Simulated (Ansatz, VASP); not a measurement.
One calculation of HgTe, two programs

The input POSCAR:

```
HgTe
1.0
    0.0000000000      3.1297009294      3.1297009294
    3.1297009294      0.0000000000      3.1297009294
    3.1297009294      3.1297009294      0.0000000000
Hg Te
1 1
Direct
    0.0000000000      0.0000000000      0.0000000000
    0.2500000000      0.2500000000      0.2500000000
```

The input INCAR.step1:

```
SYSTEM = HgTe
PREC = Accurate
ENCUT = 520
ISMEAR = 0
SIGMA = 0.05
LREAL = .FALSE.
LASPH = .TRUE.
NELM = 80
NBANDS = 16
GGA = PE
ALGO = Normal
EDIFF = 1E-4
LWAVE = .TRUE.
LCHARG = .FALSE.
```

File INCAR.step2:

```
SYSTEM = HgTe
PREC = Accurate
ENCUT = 520
EDIFF = 1E-7
ISMEAR = 0
SIGMA = 0.05
LREAL = .FALSE.
LASPH = .TRUE.
NELM = 80
ALGO = Normal
ISIF = 2
LWAVE = .FALSE.
LCHARG = .TRUE.
METAGGA = R2SCAN
LMIXTAU = .TRUE.
IVDW = 12
VDW_S6 = 1.0
VDW_S8 = 0.78981345
VDW_A1 = 0.49484001
VDW_A2 = 5.73083694
LELF = .TRUE.
LVHAR = .TRUE.
NBANDS = 16
ISTART = 1
```

Contents of KPOINTS:

```
Automatic mesh
0
G
  10 10 10
  0 0 0
```

Input for Ansatz:

```yaml
crystal:
  lattice:
    - [0.0, 3.1297009294, 3.1297009294]
    - [3.1297009294, 0.0, 3.1297009294]
    - [3.1297009294, 3.1297009294, 0.0]
  atoms:
    - { symbol: Hg, position: [0.0, 0.0, 0.0] }
    - { symbol: Te, position: [0.25, 0.25, 0.25] }
basis:
  ecutwfc: 500
  ecutrho_ratio: 4
kpoints:
  mp_grid: { grid: [10, 10, 10] }
hamiltonian:
  xc: r2scan
  dispersion: d3bj
scf:
  occupations: { method: gaussian, width: 0.05 }
output:
  forces: true
  stress: true
  eigenvalues: true
```

Alike in both runs: task single point; functional r2SCAN; dispersion D3(BJ); k mesh 10 × 10 × 10; occupations gaussian, width 0.05 eV; no spin polarisation.

|  | VASP | Ansatz |
| --- | --- | --- |
| version | VASP 6.6.1 | Ansatz 0.2.0 |
| potentials or method | VASP PAW PBE potentials, release 64 (Hg, Te), cutoff 520 eV | scalar-relativistic, plane waves, PAW |
| valence electrons in the cell | 18 | 36 |

Ansatz gave:

```
gap on the k mesh at the Fermi level (eV) : none
pressure (GPa)                            : 7.5
```

Estimate VASP's values.

gap on the k mesh at the Fermi level (eV): none; pressure (GPa): 7.6.

VASP's potentials were made for PBE, not for r2SCAN. A gap of «none» marks a metal or a gap that the smearing closes. VASP's potentials hold 18 valence electrons a cell and Ansatz's 36, so a difference there can come from the potentials and not from the codes. Ansatz's warnings: dispersion damping borrowed.

Neither program's run includes spin-orbit coupling.
